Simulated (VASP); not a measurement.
# SiC (Cm) in VASP: notebook

SiC is run at these levels: PBE; tasks: single point.

All numbers are computed with VASP 6.6.1; they aren't measurements. Logs are shortened: lines on timing, memory, paths and dates and some standing lists are left out, and cuts for length are marked.

## (1) The cell of the first run

Symmetry: Cm, No. 8, monoclinic system. Conventional cell: a = 5.325 Å, b = 3.075 Å, c = 3.075 Å, α = 90.00°, β = 125.26°, γ = 90.00°. Within 1.9 Å of Si (site symmetry m) lie 1 C at 1.44 Å. Within 1.9 Å of C (site symmetry m) lie 1 Si at 1.44 Å.

## (2) Single point, PBE (atom 1 (Si) moved by (-0.600, +0.000) A along [1 1 0] and z)

INCAR

```
SYSTEM = SiC
PREC = Accurate
ENCUT = 600
EDIFF = 1E-6
ISMEAR = 0
SIGMA = 0.05
LREAL = .FALSE.
LASPH = .TRUE.
NELM = 120
ALGO = Normal
ISIF = 2
LWAVE = .FALSE.
LCHARG = .FALSE.
GGA = PE
NBANDS = 11
GGA_COMPAT = .FALSE.
```

KPOINTS

```
regular mesh
0
G
  4 4 4
  0 0 0
```

POSCAR

```
SiC
1.0
    0.0000000000      2.1740000000      2.1740000000
    2.1740000000      0.0000000000      2.1740000000
    2.1740000000      2.1740000000      0.0000000000
Si C
1 1
Direct
    0.0000000000      0.0000000000     -0.1951536655
    0.7500000000      0.7500000000      0.7500000000
```

Potentials or basis: VASP PAW PBE potentials, release 64 (Si, C).

The run is started by

```
cat potpaw_PBE.64/Si/POTCAR potpaw_PBE.64/C/POTCAR > POTCAR
mpirun -np 1 vasp_std > vasp.out
```

OUTCAR:

```text
SYSTEM = SiC
   PREC = Accurate
   ENCUT = 600
   EDIFF = 1E-6
   ISMEAR = 0
   LREAL = .FALSE.
   LASPH = .TRUE.
   NELM = 120
   ISIF = 2
   GGA = PE

 ion  position               nearest neighbor table
   1  0.000  0.000  0.805-   2 1.44   2 1.98   2 1.98   2 2.40
   2  0.750  0.750  0.750-   1 1.44   1 1.98   1 1.98   1 2.40

  LATTYP: Found a face centered cubic cell.
 ALAT       =     4.3480000000

  Lattice vectors:

 A1 = (   0.0000000000,   2.1740000000,   2.1740000000)
 A2 = (   2.1740000000,   0.0000000000,   2.1740000000)
 A3 = (   2.1740000000,   2.1740000000,   0.0000000000)

Analysis of symmetry for initial positions (statically):
=====================================================================
 Subroutine PRICEL returns:
 Original cell was already a primitive cell.

 Routine SETGRP: Setting up the symmetry group for a
 face centered cubic supercell.

 Subroutine GETGRP returns: Found  2 space group operations
 (whereof  2 operations were pure point group operations)
 out of a pool of 48 trial point group operations.

The static configuration has the point symmetry C_1h.

Analysis of symmetry for dynamics (positions and initial velocities):
=====================================================================
 Subroutine PRICEL returns:
 Original cell was already a primitive cell.

 Routine SETGRP: Setting up the symmetry group for a
 face centered cubic supercell.

 Subroutine GETGRP returns: Found  2 space group operations
 (whereof  2 operations were pure point group operations)
 out of a pool of 48 trial point group operations.

The dynamic configuration has the point symmetry C_1h.

 Subroutine INISYM returns: Found  2 space group operations
 (whereof  2 operations are pure point group operations),
 and found     1 'primitive' translations

----------------------------------------------------------------------------------------

                                     Primitive cell

  volume of cell :      20.5498

  direct lattice vectors                    reciprocal lattice vectors
     0.000000000  2.174000000  2.174000000    -0.229990800  0.229990800  0.229990800
     2.174000000  0.000000000  2.174000000     0.229990800 -0.229990800  0.229990800
     2.174000000  2.174000000  0.000000000     0.229990800  0.229990800 -0.229990800

  length of vectors
     3.074500285  3.074500285  3.074500285     0.398355752  0.398355752  0.398355752

  position of ions in fractional coordinates (direct lattice)
     0.000000000  0.000000000  0.804846334
     0.750000000  0.750000000  0.750000000

  ion indices of the primitive-cell ions
   primitive index   ion index
                 1           1
                 2           2

----------------------------------------------------------------------------------------

 KPOINTS: regular mesh

Automatic generation of k-mesh.
 Grid dimensions read from file:
 generate k-points for:    4    4    4

 Generating k-lattice:

  Cartesian coordinates                     Fractional coordinates (reciprocal lattice)
    -0.057497700  0.057497700  0.057497700     0.250000000  0.000000000  0.000000000
     0.057497700 -0.057497700  0.057497700     0.000000000  0.250000000  0.000000000
     0.057497700  0.057497700 -0.057497700     0.000000000  0.000000000  0.250000000

  Length of vectors
     0.099588938  0.099588938  0.099588938

  Shift w.r.t. Gamma in fractional coordinates (k-lattice)
     0.000000000  0.000000000  0.000000000

 Subroutine IBZKPT returns following result:
 ===========================================

 Found     24 irreducible k-points:

 Following reciprocal coordinates:
            Coordinates               Weight
  0.000000  0.000000  0.000000      1.000000
  0.250000  0.000000  0.000000      4.000000
  0.000000  0.000000  0.250000      2.000000
  0.250000  0.250000  0.250000      2.000000
  0.500000  0.000000  0.000000      2.000000
  0.000000  0.000000  0.500000      1.000000
[... 16 lines left out ...]
 -0.250000  0.500000  0.250000      4.000000
  0.250000 -0.250000  0.500000      2.000000
   k-points           NKPTS =     24   k-points in BZ     NKDIM =     24   number of bands    NBANDS=     11
   number of dos      NEDOS =    301   number of ions     NIONS =      2
   total plane-waves  NPLWV =  21952
   dimension x,y,z NGX =    28 NGY =   28 NGZ =   28
   dimension x,y,z NGXF=    56 NGYF=   56 NGZF=   56
   ions per type =               1   1
   NGX,Y,Z   is equivalent  to a cutoff of  15.14, 15.14, 15.14 a.u.
   NGXF,Y,Z  is equivalent  to a cutoff of  30.28, 30.28, 30.28 a.u.
 SYSTEM =  SiC
   PREC   = accura    normal or accurate (medium, high low for compatibility)
   ISTART =      0    job   : 0-new  1-cont  2-samecut
   ICHARG =      2    charge: 1-file 2-atom 10-const
   ISPIN  =      1    spin polarized calculation?
   LNONCOLLINEAR =      F non collinear calculations
   LSORBIT =      F    spin-orbit coupling
   LASPH  =      T    aspherical Exc in radial PAW
   ENCUT  =  600.0 eV  44.10 Ry    6.64 a.u.   6.14  6.14  6.14*2*pi/ulx,y,z
   NELM   =    120;   NELMIN=  2; NELMDL= -5     # of ELM steps
   EDIFF  = 0.1E-05   stopping-criterion for ELM
   LREAL  =      F    real-space projection
   EDIFFG = 0.1E-04   stopping-criterion for IOM
   NSW    =      0    number of steps for IOM
   IBRION =     -1    ionic relax: 0-MD 1-quasi-New 2-CG
   NFREE  =      0    steps in history (QN), initial steepest desc. (CG)
   ISIF   =      2    stress and relaxation
   ISYM   =      2    0-nonsym 1-usesym 2-fastsym
   POTIM  = 0.5000    time-step for ionic-motion
   TEBEG  =    0.0;   TEEND  =   0.0 temperature during run
   PSTRESS=    0.0 pullay stress
   NELECT =       8.0000    total number of electrons
   NUPDOWN=      -1.0000    fix difference up-down
   EMIN   =  10.00;   EMAX   =-10.00  energy-range for DOS
   EFERMI =   0.00;   METHOD = LEGACY
   ISMEAR =     0;   SIGMA  =   0.05  broadening in eV -4-tet -1-fermi 0-gaus
   EFERMI_NEDOS =   21; number of points for ismear=-14 and -15
   IALGO  =     38    algorithm
   IMIX   =      4    mixing-type and parameters
     AMIX     =   0.40;   BMIX     =  1.00
     AMIX_MAG =   1.60;   BMIX_MAG =  1.00
  volume/ion in A,a.u.               =      10.27        69.34
  Fermi-wavevector in a.u.,A,eV,Ry     =   1.195369  2.258920 19.441458  1.428907
  Thomas-Fermi vector in A             =   2.331336
   LORBIT       =      0    0 simple, 1 ext, 2 COOP (PROOUT), +10 PAW based schemes
   GGA     = PE    functional components
   LHFCALC =     F    Hartree Fock is set to
   AEXX    =    0.0000 exact exchange contribution
   IVDW    =     0    specifies the selected vdW correction
   LEPSILON=     F    determine dielectric tensor
   LRPA    =     F    only Hartree local field effects (RPA)
 non-spin polarized calculation
 Gauss-broadening in eV      SIGMA  =   0.05
  energy-cutoff  :      600.00
  volume of cell :       20.55
 maximum number of plane-waves:       701
 NGX is ok and might be reduce to    28
   NGX = 13   NGY = 13   NGZ = 13

 number of electron       8.0000000 magnetization

 Free energy of the ion-electron system (eV)
  ---------------------------------------------------
  ext. energy  EPLUGINS =         0.00000000
  ---------------------------------------------------
  free energy    TOTEN  =       -10.96953266 eV

  energy without entropy =      -10.96743103  energy(sigma->0) =      -10.96848184

 E-fermi :   8.8484     XC(G=0): -11.3637

 val. band max:        8.8189104492   @ k =   0.2500   0.0000   0.0000
 cond. band min:       8.8569378600   @ k =   0.0000   0.5000   0.5000
 fundamental gap:      0.0380274108
 Fermi energy:         8.8483866621

 k-point     1 :       0.0000    0.0000    0.0000
  band No.  band energies     occupation
      1      -7.4033      2.00000
      2       5.7302      2.00000
      3       8.1462      2.00000
      4       9.2560      0.00000
      5      13.2459      0.00000
      6      14.9629      0.00000
      7      16.6061      0.00000
      8      17.2609      0.00000
      9      21.5414      0.00000
     10      22.3581      0.00000
     11      22.4624      0.00000

 k-point     2 :       0.2500    0.0000    0.0000
  band No.  band energies     occupation
      1      -6.2406      2.00000
      2       3.3814      2.00000
      3       6.3232      2.00000
      4       8.8189      1.59556
      5      12.7248      0.00000
      6      15.2522      0.00000
      7      16.1103      0.00000
      8      18.7706      0.00000
      9      20.9572      0.00000
     10      21.7384      0.00000
     11      23.4961      0.00000

 k-point     3 :       0.0000    0.0000    0.2500
  band No.  band energies     occupation
      1      -6.2885      2.00000
      2       4.2243      2.00000
      3       5.9137      2.00000
      4       7.7908      2.00000
      5      13.8260      0.00000
      6      14.3836      0.00000
      7      16.7505      0.00000
      8      17.4366      0.00000
      9      21.4485      0.00000
     10      22.8117      0.00000
     11      22.9029      0.00000

 k-point     4 :       0.2500    0.2500    0.2500
  band No.  band energies     occupation
      1      -6.1926      2.00000
      2       2.6536      2.00000
      3       7.3535      2.00000
      4       8.5730      2.00000
      5      13.5661      0.00000
      6      15.6502      0.00000
      7      16.9781      0.00000
      8      17.7080      0.00000
      9      19.2531      0.00000
     10      21.4606      0.00000
     11      23.0056      0.00000

 k-point     5 :       0.5000    0.0000    0.0000
  band No.  band energies     occupation
      1      -4.0438      2.00000
      2      -0.3542      2.00000
      3       5.7446      2.00000
      4       8.5636      2.00000
      5      12.0687      0.00000
      6      13.9999      0.00000
      7      16.5892      0.00000
      8      18.7420      0.00000
      9      21.9158      0.00000
     10      24.0474      0.00000
     11      27.7566      0.00000
[... 211 lines left out ...]
 k-point    21 :       0.5000    0.5000    0.0000
  band No.  band energies     occupation
      1      -2.7412      2.00000
      2       0.1444      2.00000
      3       4.9755      2.00000
      4       6.1159      2.00000
      5       8.5306      2.00000
      6      11.6104      0.00000
      7      19.7252      0.00000
      8      22.9872      0.00000
      9      24.5466      0.00000
     10      26.3961      0.00000
     11      28.5016      0.00000

 k-point    22 :       0.0000    0.5000    0.5000
  band No.  band energies     occupation
      1      -2.8275      2.00000
      2       0.5325      2.00000
      3       4.4801      2.00000
      4       5.6536      2.00000
      5       8.8569      0.80889
      6      11.8530      0.00000
      7      20.5050      0.00000
      8      22.6188      0.00000
      9      22.9503      0.00000
     10      27.9367      0.00000
     11      29.1087      0.00000

 k-point    23 :      -0.2500    0.5000    0.2500
  band No.  band energies     occupation
      1      -2.6012      2.00000
      2       1.1066      2.00000
      3       2.9259      2.00000
      4       4.0903      2.00000
      5      12.5126      0.00000
      6      15.2408      0.00000
      7      17.5789      0.00000
      8      18.7924      0.00000
      9      22.6491      0.00000
     10      26.3089      0.00000
     11      28.6471      0.00000

 k-point    24 :       0.2500   -0.2500    0.5000
  band No.  band energies     occupation
      1      -2.6443      2.00000
      2       1.5688      2.00000
      3       2.4644      2.00000
      4       4.0610      2.00000
      5      11.8910      0.00000
      6      16.1863      0.00000
      7      17.8461      0.00000
      8      18.2341      0.00000
      9      23.1579      0.00000
     10      26.1601      0.00000
     11      29.0950      0.00000

------------------------ aborting loop because EDIFF is reached ----------------------------------------

  FORCE on cell =-STRESS in cart. coord.  units (eV):
  Direction    XX          YY          ZZ          XY          YZ          ZX
  --------------------------------------------------------------------------------------
  -------------------------------------------------------------------------------------
  Total        4.2607344      4.2607344     13.3610094      5.7295844      6.9930733      6.9930731
  in kB      332.1899035    332.1899035   1041.6965799    446.7093945    545.2178254    545.2178090
  external PRESSURE =     568.6921289 kB  Pullay stress =       0.0000000 kB

 VOLUME and BASIS-vectors are now :
 -----------------------------------------------------------------------------
  energy-cutoff  :      600.00
  volume of cell :       20.55
      direct lattice vectors                 reciprocal lattice vectors
     0.000000000  2.174000000  2.174000000    -0.229990800  0.229990800  0.229990800
     2.174000000  0.000000000  2.174000000     0.229990800 -0.229990800  0.229990800
     2.174000000  2.174000000  0.000000000     0.229990800  0.229990800 -0.229990800

 POSITION                                       TOTAL-FORCE (eV/Angst)
 -----------------------------------------------------------------------------------
      1.74974      1.74974      0.00000        10.290594     10.290594     14.864851
      3.26100      3.26100      3.26100       -10.290594    -10.290594    -14.864851
 -----------------------------------------------------------------------------------
    total drift:                                0.000159      0.000159      0.000228

  FREE ENERGIE OF THE ION-ELECTRON SYSTEM (eV)
  ---------------------------------------------------
  free  energy   TOTEN  =       -10.9695326557 eV

  energy  without entropy=      -10.9674310288  energy(sigma->0) =      -10.96848184
```

Wall time 9.8 s (1 thread of Intel Xeon Platinum 8375C at 2.90GHz (Ice Lake), shared host); peak memory 0.15 GiB.

What came out:

- Free energy: -10.9695 eV
- Pressure: 56.9 GPa
- Largest force: 20.803 eV/Å
- Band gap on the k mesh: zero (band 4 reaches 9.26 eV, above the bottom of band 5 at 8.53 eV)

Forces on the atoms (eV/Å):
```
Si   10.291  10.291  14.865
C   -10.291 -10.291 -14.865
```

Stress tensor (GPa, compression positive):
```
 33.22  44.67  54.52
 44.67  33.22  54.52
 54.52  54.52 104.17
```

Caveat: the k points lie up to 0.63 Å⁻¹ apart; the cell differs from its parent crystal (atom 1 (Si) moved by (-0.600, +0.000) A along [1 1 0] and z); forces of over 1 eV/Å act on the atoms, so gaps and moduli don't describe the material at rest.

(Part 1 of 2 ends here.)
